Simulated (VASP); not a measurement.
A run of VASP 6.6.1:

INCAR

```
SYSTEM = TaZn2B3
PREC     = Accurate       ! precision mode
ENCUT    = 520            ! plane-wave cutoff, eV
EDIFF    = 1E-7           ! SCF threshold, eV
ISMEAR   = 0              ! smearing method
SIGMA    = 0.1            ! smearing width, eV
LREAL    = .FALSE.        ! projectors in reciprocal space
LASPH    = .TRUE.         ! aspherical terms in the spheres
NELM     = 100            ! most SCF steps
ALGO     = Fast           ! electronic algorithm
ISIF     = 2              ! what is computed and relaxed
LWAVE    = .FALSE.        ! write WAVECAR
LCHARG   = .TRUE.         ! write CHGCAR
GGA      = PE             ! functional
LELF     = .TRUE.         ! ELF
LVHAR    = .TRUE.       
NBANDS   = 31             ! bands
```

The input KPOINTS:

```
Automatic mesh
0
G
  12 8 6
  0 0 0
```

Contents of POSCAR:

```
TaZn2B3
1.0
    3.0367566384      0.0000000000      0.0000000000
    0.0000000000      4.4714980007      0.0000000000
    0.0000000000      0.0000000000      7.3255858200
Ta Zn B
1 2 3
Direct
    0.0000000000      0.0000000000      0.0000000000
    0.0000000000      0.5000000000      0.2993772130
    0.0000000000      0.5000000000      0.7006227870
    0.7527819460      0.5000000000      0.0000000000
    0.2472180540      0.5000000000      0.0000000000
    0.5000000000      0.5000000000      0.5000000000
```

Potentials or basis: VASP PAW PBE potentials, release 64 (Ta_pv, Zn, B).

Command:

```console
$ cat potpaw_PBE.64/Ta_pv/POTCAR potpaw_PBE.64/Zn/POTCAR potpaw_PBE.64/B/POTCAR > POTCAR
$ mpirun -np 1 vasp_std > vasp.out
```

Hardware: 1 thread of Oxide Virtual Turin-like Processor, on a shared host.

Q: Estimate the wall time of this run.

A: It took 5.2 min on 1 thread of Oxide Virtual Turin-like Processor (shared host), peak memory 0.48 GiB. Counts: scf iterations 17, k points 140.
